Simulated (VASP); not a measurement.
# ZnSnP2 (I-42d) in VASP: single point with PBEsol

Aim: the single point of ZnSnP2 with PBEsol.

Everything below comes from runs of VASP 6.6.1. Logs are shortened: lines on timing, memory, paths and dates and some standing lists are left out, and cuts for length are marked.

## Step 1: The cell of the first run

The structure is tetragonal, space group I-42d (No. 122). The conventional cell has a = 5.902 Å, b = 5.902 Å, c = 11.563 Å, α = 90.00°, β = 90.00°, γ = 90.00°. Zn (site symmetry -4) has 4 P at 2.46 Å within 3.2 Å. Sn (site symmetry -4) has 4 P at 2.63 Å within 3.5 Å. Within 3.2 Å of P (site symmetry 2) lie 2 Zn at 2.46 Å and 2 Sn at 2.63 Å.

## Step 2: Single point, PBEsol

Input file INCAR:

```
SYSTEM = ZnSnP2
PREC = Accurate
ENCUT = 500
EDIFF = 1E-6
ISMEAR = 0
SIGMA = 0.05
LREAL = .FALSE.
LASPH = .TRUE.
NELM = 120
ALGO = Normal
ISIF = 2
LWAVE = .FALSE.
LCHARG = .TRUE.
GGA = PS
LELF = .TRUE.
LVHAR = .TRUE.
NBANDS = 46
GGA_COMPAT = .FALSE.
```

Input file KPOINTS:

```
Automatic mesh
0
G
  8 8 8
  0 0 0
```

Input file POSCAR:

```
ZnSnP2
1.0
   -2.9511000000      2.9511000000      5.7817500000
    2.9511000000     -2.9511000000      5.7817500000
    2.9511000000      2.9511000000     -5.7817500000
Zn Sn P
2 2 4
Direct
    0.7500000000      0.2500000000      0.5000000000
    0.0000000000      0.0000000000      0.0000000000
    0.2500000000      0.7500000000      0.5000000000
    0.5000000000      0.5000000000      0.0000000000
    0.3750000000      0.3504879709      0.4754879709
    0.6495120291      0.1250000000      0.0245120291
    0.1004879709      0.6250000000      0.9754879709
    0.8750000000      0.8995120291      0.5245120291
```

Potentials or basis: VASP PAW PBE potentials, release 64 (Zn, Sn_d, P).

Command:

```console
$ cat potpaw_PBE.64/Zn/POTCAR potpaw_PBE.64/Sn_d/POTCAR potpaw_PBE.64/P/POTCAR > POTCAR
$ mpirun -np 1 vasp_std > vasp.out
```

OUTCAR:

```text
SYSTEM = ZnSnP2
   PREC = Accurate
   ENCUT = 500
   EDIFF = 1E-6
   ISMEAR = 0
   LREAL = .FALSE.
   LASPH = .TRUE.
   NELM = 120
   ISIF = 2
   GGA = PS

 ion  position               nearest neighbor table
   1  0.750  0.250  0.500-   6 2.46   5 2.46   7 2.46   8 2.46
   2  0.000  0.000  0.000-   8 2.46   7 2.46   5 2.46   6 2.46
   3  0.250  0.750  0.500-   6 2.63   5 2.63   8 2.63   7 2.63
   4  0.500  0.500  0.000-   8 2.63   6 2.63   7 2.63   5 2.63
   5  0.375  0.350  0.475-   1 2.46   2 2.46   4 2.63   3 2.63
   6  0.650  0.125  0.025-   1 2.46   2 2.46   3 2.63   4 2.63
   7  0.100  0.625  0.975-   1 2.46   2 2.46   3 2.63   4 2.63
   8  0.875  0.900  0.525-   2 2.46   1 2.46   4 2.63   3 2.63

  LATTYP: Found a body centered tetragonal cell.
 ALAT       =     5.9022000000
 C/A-ratio  =     1.9591847108

  Lattice vectors:

 A1 = (  -2.9511000000,   2.9511000000,   5.7817500000)
 A2 = (   2.9511000000,  -2.9511000000,   5.7817500000)
 A3 = (   2.9511000000,   2.9511000000,  -5.7817500000)

Analysis of symmetry for initial positions (statically):
=====================================================================
 Subroutine PRICEL returns:
 Original cell was already a primitive cell.

 Routine SETGRP: Setting up the symmetry group for a
 body centered tetragonal supercell.

 Subroutine GETGRP returns: Found  8 space group operations
 (whereof  4 operations were pure point group operations)
 out of a pool of 16 trial point group operations.

The static configuration has the point symmetry S_4 .
 The point group associated with its full space group is D_2d.

Analysis of symmetry for dynamics (positions and initial velocities):
=====================================================================
 Subroutine PRICEL returns:
 Original cell was already a primitive cell.

 Routine SETGRP: Setting up the symmetry group for a
 body centered tetragonal supercell.

 Subroutine GETGRP returns: Found  8 space group operations
 (whereof  4 operations were pure point group operations)
 out of a pool of 16 trial point group operations.

The dynamic configuration has the point symmetry S_4 .
 The point group associated with its full space group is D_2d.

 Subroutine INISYM returns: Found  8 space group operations
 (whereof  4 operations are pure point group operations),
 and found     1 'primitive' translations

----------------------------------------------------------------------------------------

                                     Primitive cell

  volume of cell :     201.4128

  direct lattice vectors                    reciprocal lattice vectors
    -2.951100000  2.951100000  5.781750000     0.000000000  0.169428349  0.086479007
     2.951100000 -2.951100000  5.781750000     0.169428349  0.000000000  0.086479007
     2.951100000  2.951100000 -5.781750000     0.169428349  0.169428349  0.000000000

  length of vectors
     7.130681278  7.130681278  7.130681278     0.190222459  0.190222459  0.239607869

  position of ions in fractional coordinates (direct lattice)
     0.750000000  0.250000000  0.500000000
     0.000000000  0.000000000  0.000000000
     0.250000000  0.750000000  0.500000000
     0.500000000  0.500000000  0.000000000
     0.375000000  0.350487971  0.475487971
     0.649512029  0.125000000  0.024512029
     0.100487971  0.625000000  0.975487971
     0.875000000  0.899512029  0.524512029

  ion indices of the primitive-cell ions
   primitive index   ion index
                 1           1
                 2           2
                 3           3
                 4           4
                 5           5
                 6           6
                 7           7
                 8           8

----------------------------------------------------------------------------------------

 KPOINTS: Automatic mesh

Automatic generation of k-mesh.
 Grid dimensions read from file:
 generate k-points for:    8    8    8

 Generating k-lattice:

  Cartesian coordinates                     Fractional coordinates (reciprocal lattice)
     0.000000000  0.021178544  0.010809876     0.125000000  0.000000000  0.000000000
     0.021178544  0.000000000  0.010809876     0.000000000  0.125000000  0.000000000
     0.021178544  0.021178544  0.000000000     0.000000000  0.000000000  0.125000000

  Length of vectors
     0.023777807  0.023777807  0.029950984

  Shift w.r.t. Gamma in fractional coordinates (k-lattice)
     0.000000000  0.000000000  0.000000000

 Subroutine IBZKPT returns following result:
 ===========================================

 Found     59 irreducible k-points:

 Following reciprocal coordinates:
            Coordinates               Weight
  0.000000  0.000000  0.000000      1.000000
  0.125000 -0.000000  0.000000      8.000000
  0.250000 -0.000000  0.000000      8.000000
  0.375000 -0.000000  0.000000      8.000000
  0.500000 -0.000000  0.000000      4.000000
  0.125000  0.125000  0.000000      8.000000
[... 16 lines left out ...]
  0.250000  0.125000  0.125000     16.000000
  0.375000  0.125000  0.125000      8.000000
 [... further k-points ...]
   k-points           NKPTS =     59   k-points in BZ     NKDIM =     59   number of bands    NBANDS=     46
   number of dos      NEDOS =    301   number of ions     NIONS =      8
   total plane-waves  NPLWV = 157464
   dimension x,y,z NGX =    54 NGY =   54 NGZ =   54
   dimension x,y,z NGXF=   108 NGYF=  108 NGZF=  108
   ions per type =               2   2   4
   NGX,Y,Z   is equivalent  to a cutoff of  12.59, 12.59, 12.59 a.u.
   NGXF,Y,Z  is equivalent  to a cutoff of  25.18, 25.18, 25.18 a.u.
 SYSTEM =  ZnSnP2
   PREC   = accura    normal or accurate (medium, high low for compatibility)
   ISTART =      0    job   : 0-new  1-cont  2-samecut
   ICHARG =      2    charge: 1-file 2-atom 10-const
   ISPIN  =      1    spin polarized calculation?
   LNONCOLLINEAR =      F non collinear calculations
   LSORBIT =      F    spin-orbit coupling
   LASPH  =      T    aspherical Exc in radial PAW
   ENCUT  =  500.0 eV  36.75 Ry    6.06 a.u.  13.00 13.00 13.00*2*pi/ulx,y,z
   NELM   =    120;   NELMIN=  2; NELMDL= -5     # of ELM steps
   EDIFF  = 0.1E-05   stopping-criterion for ELM
   LREAL  =      F    real-space projection
   EDIFFG = 0.1E-04   stopping-criterion for IOM
   NSW    =      0    number of steps for IOM
   IBRION =     -1    ionic relax: 0-MD 1-quasi-New 2-CG
   NFREE  =      0    steps in history (QN), initial steepest desc. (CG)
   ISIF   =      2    stress and relaxation
   ISYM   =      2    0-nonsym 1-usesym 2-fastsym
   POTIM  = 0.5000    time-step for ionic-motion
   TEBEG  =    0.0;   TEEND  =   0.0 temperature during run
   PSTRESS=    0.0 pullay stress
   NELECT =      72.0000    total number of electrons
   NUPDOWN=      -1.0000    fix difference up-down
   EMIN   =  10.00;   EMAX   =-10.00  energy-range for DOS
   EFERMI =   0.00;   METHOD = LEGACY
   ISMEAR =     0;   SIGMA  =   0.05  broadening in eV -4-tet -1-fermi 0-gaus
   EFERMI_NEDOS =   21; number of points for ismear=-14 and -15
   IALGO  =     38    algorithm
   IMIX   =      4    mixing-type and parameters
     AMIX     =   0.40;   BMIX     =  1.00
     AMIX_MAG =   1.60;   BMIX_MAG =  1.00
  volume/ion in A,a.u.               =      25.18       169.90
  Fermi-wavevector in a.u.,A,eV,Ry     =   1.161868  2.195611 18.366996  1.349936
  Thomas-Fermi vector in A             =   2.298435
   LORBIT       =      0    0 simple, 1 ext, 2 COOP (PROOUT), +10 PAW based schemes
   GGA     = PS    functional components
   LHFCALC =     F    Hartree Fock is set to
   AEXX    =    0.0000 exact exchange contribution
   IVDW    =     0    specifies the selected vdW correction
   LEPSILON=     F    determine dielectric tensor
   LRPA    =     F    only Hartree local field effects (RPA)
 non-spin polarized calculation
 Gauss-broadening in eV      SIGMA  =   0.05
  energy-cutoff  :      500.00
  volume of cell :      201.41
 maximum number of plane-waves:      5138
 NGX is ok and might be reduce to    54
   NGX = 25   NGY = 25   NGZ = 25

 number of electron      71.9999994 magnetization

 Free energy of the ion-electron system (eV)
  ---------------------------------------------------
  ext. energy  EPLUGINS =         0.00000000
  ---------------------------------------------------
  free energy    TOTEN  =       -35.59277845 eV

  energy without entropy =      -35.59275283  energy(sigma->0) =      -35.59276564

 E-fermi :   3.6682     XC(G=0):  -9.2603

 val. band max:        3.6077826872   @ k =   0.0000   0.0000   0.0000
 cond. band min:       3.7285705935   @ k =   0.0000   0.0000   0.0000
 fundamental gap:      0.1207879063
 Fermi energy:         3.6681780487

 k-point     1 :       0.0000    0.0000    0.0000
  band No.  band energies     occupation
      1     -17.8079      2.00000
      2     -17.8079      2.00000
      3     -17.8018      2.00000
      4     -17.7889      2.00000
      5     -17.7882      2.00000
      6     -17.7882      2.00000
[... 38 lines left out ...]
     45       7.9876      0.00000
     46       8.0476      0.00000

 k-point     2 :       0.1250   -0.0000    0.0000
  band No.  band energies     occupation
      1     -17.8084      2.00000
      2     -17.8074      2.00000
      3     -17.8015      2.00000
      4     -17.7897      2.00000
      5     -17.7889      2.00000
      6     -17.7874      2.00000
[... 38 lines left out ...]
     45       7.8952      0.00000
     46       8.2737      0.00000

 k-point     3 :       0.2500   -0.0000    0.0000
  band No.  band energies     occupation
      1     -17.8093      2.00000
      2     -17.8059      2.00000
      3     -17.8010      2.00000
      4     -17.7910      2.00000
      5     -17.7902      2.00000
      6     -17.7864      2.00000
[... 38 lines left out ...]
     45       7.8472      0.00000
     46       8.5155      0.00000

 k-point     4 :       0.3750   -0.0000    0.0000
  band No.  band energies     occupation
      1     -17.8101      2.00000
      2     -17.8039      2.00000
      3     -17.8010      2.00000
      4     -17.7932      2.00000
      5     -17.7906      2.00000
      6     -17.7857      2.00000
[... 920 lines left out ...]
     45       8.2763      0.00000
     46       8.4083      0.00000

 k-point    23 :       0.2500    0.1250    0.1250
  band No.  band energies     occupation
      1     -17.8077      2.00000
      2     -17.8043      2.00000
      3     -17.8007      2.00000
      4     -17.7937      2.00000
      5     -17.7905      2.00000
      6     -17.7886      2.00000
[... 38 lines left out ...]
     45       8.5284      0.00000
     46       8.6482      0.00000

 k-point    24 :       0.3750    0.1250    0.1250
  band No.  band energies     occupation
      1     -17.8080      2.00000
      2     -17.8023      2.00000
      3     -17.8017      2.00000
      4     -17.7945      2.00000
      5     -17.7908      2.00000
      6     -17.7885      2.00000
[... 38 lines left out ...]
     45       8.6180      0.00000
     46       8.6893      0.00000

 [... further k-points ...]
[... 5 lines left out ...]
  --------------------------------------------------------------------------------------
  -------------------------------------------------------------------------------------
  Total       -9.1678441     -9.1678441     -7.4580519      0.0000000     -0.0000000      0.0000000
  in kB      -72.9273862    -72.9273862    -59.3265145      0.0000000     -0.0000000      0.0000000
  external PRESSURE =     -68.3937623 kB  Pullay stress =       0.0000000 kB

 VOLUME and BASIS-vectors are now :
 -----------------------------------------------------------------------------
  energy-cutoff  :      500.00
  volume of cell :      201.41
      direct lattice vectors                 reciprocal lattice vectors
    -2.951100000  2.951100000  5.781750000     0.000000000  0.169428349  0.086479007
     2.951100000 -2.951100000  5.781750000     0.169428349  0.000000000  0.086479007
     2.951100000  2.951100000 -5.781750000     0.169428349  0.169428349  0.000000000

 POSITION                                       TOTAL-FORCE (eV/Angst)
 -----------------------------------------------------------------------------------
      0.00000      2.95110      2.89087        -0.000000      0.000000      0.000000
      0.00000      0.00000      0.00000         0.000000      0.000000     -0.000000
      2.95110      0.00000      2.89087        -0.000000      0.000000     -0.000000
      0.00000      0.00000      5.78175         0.000000      0.000000     -0.000000
      1.33088      1.47555      1.44544         0.259096      0.000000      0.000000
     -1.47555      1.62022      4.33631         0.000000     -0.259096     -0.000000
      4.42665      1.33088     -1.44544        -0.000000      0.259096      0.000000
      1.62022      1.47555      7.22719        -0.259096      0.000000     -0.000000
 -----------------------------------------------------------------------------------
    total drift:                               -0.000002     -0.000002     -0.000003

  FREE ENERGIE OF THE ION-ELECTRON SYSTEM (eV)
  ---------------------------------------------------
  free  energy   TOTEN  =       -35.5927784486 eV

  energy  without entropy=      -35.5927528263  energy(sigma->0) =      -35.59276564
```

Wall time 20 min (1 thread of Oxide Virtual Turin-like, shared host); peak memory 0.66 GiB.

Results:

- Free energy: -35.5928 eV
- Pressure: -6.8 GPa
- Largest force: 0.259 eV/Å
- Band gap on the k mesh: 0.12 eV

Forces in eV/Å, atoms in the order of the input:
```
Zn   0.000  0.000  0.000
Zn   0.000  0.000  0.000
Sn   0.000  0.000  0.000
Sn   0.000  0.000  0.000
P    0.259  0.000  0.000
P    0.000 -0.259  0.000
P    0.000  0.259  0.000
P   -0.259  0.000  0.000
```

Stress tensor (GPa, compression positive):
```
-7.29  0.00  0.00
 0.00 -7.29  0.00
 0.00  0.00 -5.93
```

Levels at points of the mesh, in eV from the valence-band top:
| k point | band 33 | band 34 | band 35 | band 36 | band 37 | band 38 | band 39 | band 40 |
| --- | --- | --- | --- | --- | --- | --- | --- | --- |
| (0.00, 0.00, 0.00) | -2.35 | -0.11 | -0.11 | 0.00 | 0.12 | 1.29 | 1.30 | 3.20 |
| (0.50, 0.00, 0.00) | -2.04 | -1.68 | -1.34 | -0.89 | 2.01 | 2.18 | 2.64 | 3.38 |
| (0.50, 0.50, 0.00) | -1.10 | -1.10 | -0.75 | -0.75 | 0.69 | 0.69 | 2.45 | 2.45 |
| (0.50, 0.50, 0.50) | -1.64 | -1.64 | -1.29 | -1.29 | 1.14 | 1.14 | 1.43 | 1.43 |

Caveat: the cell stands under tension; semilocal functionals underestimate gaps, and a narrow one can read as zero; the PAW data sets were made with another functional, which shifts forces and pressure a little; spin-orbit coupling is left out, which moves the levels of the heavy elements.
